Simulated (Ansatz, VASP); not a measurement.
**KBr in VASP and in Ansatz**

```
K Br
1.0
     0.00000    3.29250    3.29250
     3.29250    0.00000    3.29250
     3.29250    3.29250    0.00000
K Br
1 1
Direct
  0.00000 0.00000 0.00000
  0.50000 0.50000 0.50000
```

Alike in both runs: task single point; functional LDA; k mesh 6 × 6 × 6; occupations fermi-dirac, width 0.01 eV; no spin polarisation.

|  | VASP | Ansatz |
| --- | --- | --- |
| version | VASP 6.6.1 | Ansatz 0.2.0 |
| potentials or method | VASP PAW LDA potentials, release 64 (K_sv, Br), cutoff 520 eV | all-electron LAPW, scalar-relativistic |

Ansatz gave:

```
gap on the k mesh at the Fermi level (eV) : 4.05
pressure (GPa)                            : -1.6
```

Estimate VASP's values.

gap on the k mesh at the Fermi level (eV): 4.06; pressure (GPa): -1.5.

LDA's correlation is that of Perdew and Zunger in VASP and of Perdew and Wang (1992) in Ansatz. Ansatz ran all-electron here, and VASP with PAW potentials.
